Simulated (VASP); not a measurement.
# ZnSe (P4/nmm) in VASP: further runs, part 2 of 2

VASP 6.6.1. Earlier steps stand in the parts before.

## Step 3: Single point, LDA

This run uses another cell than the first one, of 21.96 Å³/atom, 1.025 times its volume.

File INCAR:

```
ALGO     = Normal         # electronic algorithm
EDIFF    = 1E-7           # SCF threshold, eV
ENCUT    = 520            # plane-wave cutoff, eV
ISIF     = 2              # what is computed and relaxed
ISMEAR   = 0              # smearing method
LASPH    = T              # aspherical terms in the spheres
LCHARG   = T              # write CHGCAR
LELF     = T              # ELF
LREAL    = F              # projectors in reciprocal space
LVHAR    = T            
LWAVE    = F              # write WAVECAR
NBANDS   = 26             # bands
NELM     = 60             # most SCF steps
PREC     = Accurate       # precision mode
SIGMA    = 0.05           # smearing width, eV
```

File KPOINTS:

```
k-points
0
Gamma
  8 8 6
```

File POSCAR:

```
ZnSe
1.0
    3.8630000000      0.0000000000      0.0000000000
    0.0000000000      3.8630000000      0.0000000000
    0.0000000000      0.0000000000      5.8869000000
Zn Se
2 2
Direct
    0.0000000000      0.0000000000      0.0000000000
    0.5000000000      0.5000000000      0.0000000000
    0.0000000000      0.5000000000      0.2797006019
    0.5000000000      0.0000000000      0.7202993981
```

Potentials or basis: VASP PAW LDA potentials, release 64 (Zn, Se).

The run is started by

```sh
> cat potpaw_LDA.64/Zn/POTCAR potpaw_LDA.64/Se/POTCAR > POTCAR
> mpirun -np 1 vasp_std > vasp.out
```

OUTCAR:

```text
EDIFF = 1E-7
   ENCUT = 520
   ISIF = 2
   ISMEAR = 0
   LASPH = T
   LREAL = F
   NELM = 60
   PREC = Accurate

 ion  position               nearest neighbor table
   1  0.000  0.000  0.000-   3 2.54   4 2.54   3 2.54   4 2.54   2 2.73   2 2.73   2 2.73   2 2.73

   2  0.500  0.500  0.000-   3 2.54   4 2.54   4 2.54   3 2.54   1 2.73   1 2.73   1 2.73   1 2.73

   3  0.000  0.500  0.280-   1 2.54   2 2.54   1 2.54   2 2.54
   4  0.500  0.000  0.720-   1 2.54   2 2.54   2 2.54   1 2.54

  LATTYP: Found a simple tetragonal cell.
 ALAT       =     3.8630000000
 C/A-ratio  =     1.5239192338

  Lattice vectors:

 A1 = (   3.8630000000,   0.0000000000,   0.0000000000)
 A2 = (   0.0000000000,   3.8630000000,   0.0000000000)
 A3 = (   0.0000000000,   0.0000000000,   5.8869000000)

Analysis of symmetry for initial positions (statically):
=====================================================================
 Subroutine PRICEL returns:
 Original cell was already a primitive cell.

 Routine SETGRP: Setting up the symmetry group for a
 simple tetragonal supercell.

 Subroutine GETGRP returns: Found 16 space group operations
 (whereof  8 operations were pure point group operations)
 out of a pool of 16 trial point group operations.

The static configuration has the point symmetry D_2d.
 The point group associated with its full space group is D_4h.

Analysis of symmetry for dynamics (positions and initial velocities):
=====================================================================
 Subroutine PRICEL returns:
 Original cell was already a primitive cell.

 Routine SETGRP: Setting up the symmetry group for a
 simple tetragonal supercell.

 Subroutine GETGRP returns: Found 16 space group operations
[... 123 lines left out ...]
   ISMEAR =     0;   SIGMA  =   0.05  broadening in eV -4-tet -1-fermi 0-gaus
   EFERMI_NEDOS =   21; number of points for ismear=-14 and -15
   IALGO  =     38    algorithm
   IMIX   =      4    mixing-type and parameters
     AMIX     =   0.40;   BMIX     =  1.00
     AMIX_MAG =   1.60;   BMIX_MAG =  1.00
  volume/ion in A,a.u.               =      21.96       148.21
  Fermi-wavevector in a.u.,A,eV,Ry     =   1.215991  2.297890 20.118033  1.478634
  Thomas-Fermi vector in A             =   2.351360
   LORBIT       =      0    0 simple, 1 ext, 2 COOP (PROOUT), +10 PAW based schemes
   GGA     = CA    functional components
   LHFCALC =     F    Hartree Fock is set to
   AEXX    =    0.0000 exact exchange contribution
   IVDW    =     0    specifies the selected vdW correction
   LEPSILON=     F    determine dielectric tensor
   LRPA    =     F    only Hartree local field effects (RPA)
 non-spin polarized calculation
 Gauss-broadening in eV      SIGMA  =   0.05
  energy-cutoff  :      520.00
  volume of cell :       87.85
 maximum number of plane-waves:      2416
 NGX is ok and might be reduce to    30
   NGX = 15   NGY = 15   NGZ = 21

 number of electron      35.9999971 magnetization

 Free energy of the ion-electron system (eV)
  ---------------------------------------------------
  ext. energy  EPLUGINS =         0.00000000
  ---------------------------------------------------
  free energy    TOTEN  =       -13.83087316 eV

  energy without entropy =      -13.83087316  energy(sigma->0) =      -13.83087316

 E-fermi :   2.2319     XC(G=0):  -9.8887

 val. band max:        2.0170986620   @ k =   0.0000   0.0000   0.0000
 cond. band min:       3.2685200656   @ k =   0.0000   0.0000   0.0000
 fundamental gap:      1.2514214036
 Fermi energy:         2.2318918539

 k-point     1 :       0.0000    0.0000    0.0000
  band No.  band energies     occupation
      1     -11.6395      2.00000
      2     -10.4950      2.00000
      3      -5.6195      2.00000
      4      -5.5569      2.00000
      5      -5.4188      2.00000
      6      -5.3068      2.00000
[... 685 lines left out ...]
     25      10.5506      0.00000
     26      10.5506      0.00000

 [... further k-points ...]

------------------------ aborting loop because EDIFF is reached ----------------------------------------

  FORCE on cell =-STRESS in cart. coord.  units (eV):
  Direction    XX          YY          ZZ          XY          YZ          ZX
  --------------------------------------------------------------------------------------
  -------------------------------------------------------------------------------------
  Total       -0.3464329     -0.3464329     -4.1664825      0.0000000      0.0000000      0.0000000
  in kB       -6.3182047     -6.3182047    -75.9878356      0.0000000      0.0000000      0.0000000
  external PRESSURE =     -29.5414150 kB  Pullay stress =       0.0000000 kB

 VOLUME and BASIS-vectors are now :
 -----------------------------------------------------------------------------
  energy-cutoff  :      520.00
  volume of cell :       87.85
      direct lattice vectors                 reciprocal lattice vectors
     3.863000000  0.000000000  0.000000000     0.258866166  0.000000000  0.000000000
     0.000000000  3.863000000  0.000000000     0.000000000  0.258866166  0.000000000
     0.000000000  0.000000000  5.886900000     0.000000000  0.000000000  0.169868692

 POSITION                                       TOTAL-FORCE (eV/Angst)
 -----------------------------------------------------------------------------------
      0.00000      0.00000      0.00000        -0.000000     -0.000000      0.000000
      1.93150      1.93150      0.00000        -0.000000      0.000000      0.000000
      0.00000      1.93150      1.64657        -0.000000      0.000000     -1.127449
      1.93150      0.00000      4.24033         0.000000     -0.000000      1.127449
 -----------------------------------------------------------------------------------
    total drift:                                0.000000      0.000000      0.000000

  FREE ENERGIE OF THE ION-ELECTRON SYSTEM (eV)
  ---------------------------------------------------
  free  energy   TOTEN  =       -13.8308731580 eV

  energy  without entropy=      -13.8308731580  energy(sigma->0) =      -13.83087316
```

OSZICAR:

```text
N       E                     dE             d eps       ncg     rms          rms(c)
DAV:   1     0.232357848297E+03    0.23236E+03   -0.17127E+04  3120   0.160E+03
DAV:   2     0.745621056542E+01   -0.22490E+03   -0.21559E+03  3250   0.336E+02
DAV:   3    -0.140491956922E+02   -0.21505E+02   -0.21300E+02  3726   0.104E+02
DAV:   4    -0.144841156043E+02   -0.43492E+00   -0.43404E+00  3562   0.148E+01
DAV:   5    -0.144869035940E+02   -0.27880E-02   -0.27877E-02  3652   0.114E+00    0.736E+00
DAV:   6    -0.138718401773E+02    0.61506E+00   -0.17143E+00  4226   0.342E+01    0.597E+00
DAV:   7    -0.138435636740E+02    0.28277E-01   -0.44997E-01  3336   0.612E+00    0.264E+00
DAV:   8    -0.138317755762E+02    0.11788E-01   -0.16169E-02  3582   0.949E-01    0.521E-01
DAV:   9    -0.138308811116E+02    0.89446E-03   -0.13068E-03  4254   0.557E-01    0.787E-02
DAV:  10    -0.138308706779E+02    0.10434E-04   -0.38412E-04  3296   0.131E-01    0.246E-02
DAV:  11    -0.138308742018E+02   -0.35239E-05   -0.44168E-05  3472   0.632E-02    0.101E-02
DAV:  12    -0.138308730380E+02    0.11638E-05   -0.39194E-06  4304   0.329E-02    0.440E-03
DAV:  13    -0.138308731565E+02   -0.11854E-06   -0.82577E-07  3308   0.493E-03    0.165E-03
DAV:  14    -0.138308731580E+02   -0.15038E-08   -0.14223E-07  2414   0.308E-03
   1 F= -.13830873E+02 E0= -.13830873E+02  d E =-.145529E-11
```

Wall time 1.7 min (1 thread of Intel Xeon Platinum 8124M at 3.00GHz (Skylake/Cascade Lake), shared host); peak memory 0.24 GiB.

Results:

```
Free energy            : -13.8309 eV
Pressure               : -3.0 GPa
Largest force          : 1.127 eV/Å
Band gap on the k mesh : 1.25 eV, direct
```

Forces in eV/Å, atoms in the order of the input:
```
Zn   0.000  0.000  0.000
Zn   0.000  0.000  0.000
Se   0.000  0.000 -1.127
Se   0.000  0.000  1.127
```

Stress tensor (GPa, compression positive):
```
-0.63  0.00  0.00
 0.00 -0.63  0.00
 0.00  0.00 -7.60
```

Caveat: forces of over 1 eV/Å act on the atoms, so gaps and moduli don't describe the material at rest.

## Step 4: Single point, LDA

This run uses another cell than the first one, of 22.09 Å³/atom, 1.031 times its volume.

File INCAR:

```
SYSTEM = ZnSe
PREC     = Accurate       ! precision mode
ENCUT    = 520            ! plane-wave cutoff, eV
EDIFF    = 1E-6           ! SCF threshold, eV
ISMEAR   = 0              ! smearing method
SIGMA    = 0.05           ! smearing width, eV
LREAL    = .FALSE.        ! projectors in reciprocal space
LASPH    = .TRUE.         ! aspherical terms in the spheres
NELM     = 60             ! most SCF steps
ALGO     = Normal         ! electronic algorithm
ISIF     = 2              ! what is computed and relaxed
LWAVE    = .FALSE.        ! write WAVECAR
LCHARG   = .FALSE.        ! write CHGCAR
GGA      = CA             ! functional
NBANDS   = 26             ! bands
```

File KPOINTS:

```
regular mesh
0
G
  8 8 6
  0 0 0
```

File POSCAR:

```
ZnSe
1.0
    3.9824792206      0.0000000000      0.0000000000
    0.0000000000      3.9824792206      0.0000000000
    0.0000000000      0.0000000000      5.5715000000
Zn Se
2 2
Direct
    0.0000000000      0.0000000000      0.0000000000
    0.5000000000      0.5000000000      0.0000000000
    0.0000000000      0.5000000000      0.2797006019
    0.5000000000      0.0000000000      0.7202993981
```

The run is started by

```sh
> cat potpaw_LDA.64/Zn/POTCAR potpaw_LDA.64/Se/POTCAR > POTCAR
> mpirun -np 1 vasp_std > vasp.out
```

Run time: 45 s. Hardware: 1 thread of Intel Xeon 6975P-C (Granite Rapids), shared host; peak memory 0.24 GiB.

It converged, with:

| Property | Result |
| --- | --- |
| Free energy | -13.9608 eV |
| Pressure | -3.3 GPa |
| Largest force | 0.733 eV/Å |
| Band gap on the k mesh | 1.40 eV, direct |

Forces on the atoms (eV/Å):
```
Zn   0.000  0.000  0.000
Zn   0.000  0.000  0.000
Se   0.000  0.000 -0.733
Se   0.000  0.000  0.733
```

Stress tensor (GPa, compression positive):
```
-2.59  0.00  0.00
 0.00 -2.59  0.00
 0.00  0.00 -4.79
```

Levels at points of the mesh, in eV from the valence-band top:
| k point | band 15 | band 16 | band 17 | band 18 | band 19 | band 20 | band 21 | band 22 |
| --- | --- | --- | --- | --- | --- | --- | --- | --- |
| (0.00, 0.00, 0.00) | -2.47 | -0.37 | 0.00 | 0.00 | 1.40 | 1.87 | 2.74 | 5.13 |
| (0.50, 0.00, 0.00) | -2.41 | -2.41 | -0.94 | -0.94 | 3.60 | 3.60 | 5.12 | 5.12 |
| (0.50, 0.50, 0.00) | -2.58 | -2.58 | -2.25 | -2.25 | 2.47 | 2.47 | 2.60 | 2.60 |
| (0.00, 0.00, 0.50) | -2.05 | -1.85 | -0.75 | -0.75 | 2.13 | 3.19 | 3.95 | 4.64 |
| (0.50, 0.00, 0.50) | -0.90 | -0.90 | -0.87 | -0.87 | 2.10 | 2.10 | 5.57 | 5.57 |
| (0.50, 0.50, 0.50) | -3.28 | -3.28 | -3.05 | -3.05 | 4.48 | 4.48 | 4.73 | 4.73 |

As with any semilocal functional, this LDA gap is likely too small.

## Step 5: Single point, LDA

This run uses another cell than the first one, of 22.11 Å³/atom, 1.032 times its volume.

File INCAR:

```
PREC = Accurate ; ENCUT = 520
EDIFF = 1E-6 ; ISMEAR = 0
SIGMA = 0.05 ; LREAL = F
LASPH = T ; NELM = 60
ALGO = Normal ; ISIF = 2
LWAVE = F ; LCHARG = F
GGA = CA ; NBANDS = 26
```

File KPOINTS:

```
Automatic mesh
0
Gamma
  8 8 6
```

File POSCAR:

```
ZnSe
1.0
    4.1020000000      0.0000000000      0.0000000000
    0.0000000000      4.1020000000      0.0000000000
    0.0000000000      0.0000000000      5.2561416084
Zn Se
2 2
Direct
    0.0000000000      0.0000000000      0.0000000000
    0.5000000000      0.5000000000      0.0000000000
    0.0000000000      0.5000000000      0.2797006019
    0.5000000000      0.0000000000      0.7202993981
```

The run is started by

```sh
> cat potpaw_LDA.64/Zn/POTCAR potpaw_LDA.64/Se/POTCAR > POTCAR
> mpirun -np 1 vasp_std > vasp.out
```

Run time: 43 s. Hardware: 1 thread of Intel Xeon 6975P-C (Granite Rapids), shared host; peak memory 0.24 GiB.

It converged, with:

- Free energy: -13.9715 eV
- Pressure: -3.5 GPa
- Largest force: 0.400 eV/Å
- Band gap on the k mesh: 1.37 eV, direct

Forces on the atoms (eV/Å):
```
Zn   0.000  0.000  0.000
Zn   0.000  0.000  0.000
Se   0.000  0.000 -0.400
Se   0.000  0.000  0.400
```

Stress tensor (GPa, compression positive):
```
-3.93  0.00  0.00
 0.00 -3.93  0.00
 0.00  0.00 -2.73
```

Levels at points of the mesh, in eV from the valence-band top:
| k point | band 14 | band 15 | band 16 | band 17 | band 18 | band 19 | band 20 | band 21 | band 22 | band 23 |
| --- | --- | --- | --- | --- | --- | --- | --- | --- | --- | --- |
| (0.00, 0.00, 0.00) | -2.67 | -2.67 | -0.12 | 0.00 | 0.00 | 1.37 | 1.48 | 2.61 | 5.44 | 5.44 |
| (0.50, 0.00, 0.00) | -4.50 | -2.12 | -2.12 | -1.14 | -1.14 | 3.44 | 3.44 | 5.29 | 5.29 | 6.63 |
| (0.50, 0.50, 0.00) | -4.75 | -2.29 | -2.29 | -1.91 | -1.91 | 2.71 | 2.71 | 3.03 | 3.03 | 10.13 |
| (0.00, 0.00, 0.50) | -2.16 | -2.16 | -1.55 | -0.85 | -0.85 | 1.71 | 3.43 | 4.26 | 4.41 | 6.45 |
| (0.50, 0.00, 0.50) | -5.38 | -1.03 | -1.03 | -0.58 | -0.58 | 2.09 | 2.09 | 5.50 | 5.50 | 6.13 |
| (0.50, 0.50, 0.50) | -4.31 | -3.17 | -3.17 | -2.94 | -2.94 | 5.16 | 5.16 | 5.24 | 5.24 | 8.57 |

## Step 6: Summary

| cell | gap on the mesh (eV) | pressure (GPa) | largest force (eV/Å) |
| --- | --- | --- | --- |
| a = 3.923, b = 3.923, c = 5.572 Å, 4 atoms | 1.44 | -1.4 | 0.52 |
| a = 3.863, b = 3.863, c = 5.887 Å, 4 atoms | 1.25 | -3.0 | 1.13 |
| a = 3.982, b = 3.982, c = 5.572 Å, 4 atoms | 1.40 | -3.3 | 0.73 |
| a = 4.102, b = 4.102, c = 5.256 Å, 4 atoms | 1.37 | -3.5 | 0.40 |

Alike in all rows: task single point; level LDA; potentials or basis VASP PAW LDA potentials, release 64 (Zn, Se); no spin polarisation; k mesh 8 × 8 × 6; cutoff (eV) 520; smearing gaussian 0.05 eV.

Caveats: forces of over 1 eV/Å act on the atoms, so gaps and moduli don't describe the material at rest (some runs).

Absolute energies hang on the potentials; compare differences alone.
